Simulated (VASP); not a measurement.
**RbBr: single point with PBE**

Crystal: RbBr.

```
CELL_PARAMETERS angstrom
0.00000 0.00000 -8.25215
0.00000 -8.25215 0.00000
-8.25215 0.00000 0.00000
ATOMIC_POSITIONS crystal
Rb 0.50000 0.50000 0.50000
Rb 0.00000 0.50000 0.50000
Rb 0.50000 0.00000 0.50000
Rb 0.00000 0.00000 0.50000
Rb 0.50000 0.50000 0.00000
Rb 0.00000 0.50000 0.00000
Rb 0.50000 0.00000 0.00000
Rb 0.00000 0.00000 0.00000
Br 0.25000 0.25000 0.25000
Br 0.75000 0.25000 0.25000
Br 0.25000 0.75000 0.25000
Br 0.75000 0.75000 0.25000
Br 0.25000 0.25000 0.75000
Br 0.75000 0.25000 0.75000
Br 0.25000 0.75000 0.75000
Br 0.75000 0.75000 0.75000
```

```
Program                : VASP 6.6.1
Task                   : single point
Functional             : PBE
Potentials or basis    : VASP PAW PBE potentials, release 64 (Rb_sv, Br)
Cutoff                 : 520 eV
k mesh                 : 1 × 1 × 1
Occupations            : gaussian, width 0.1 eV
Spin                   : no spin polarisation
Dipole correction      : no
Further INCAR settings : LREAL = Auto; ALGO = Normal; EDIFF = 1e-06; NBANDS = 78; ISYM = 0
```

The pressure is 1.9 GPa and the band gap on the k mesh is 3.99 eV.

Levels at points of the mesh, in eV from the valence-band top:
| k point | band 60 | band 61 | band 62 | band 63 | band 64 | band 65 | band 66 | band 67 | band 68 | band 69 |
| --- | --- | --- | --- | --- | --- | --- | --- | --- | --- | --- |
| (0.00, 0.00, 0.00) | -0.16 | -0.16 | 0.00 | 0.00 | 0.00 | 3.99 | 5.19 | 5.19 | 5.19 | 5.47 |

It took 51 s on 1 thread of Intel(R) Xeon(R) Platinum 8488C (Sapphire Rapids), on a shared host, peak memory 0.51 GiB.

Caveat: the k points lie up to 0.76 Å⁻¹ apart. As with any semilocal functional, this PBE gap is likely too small.
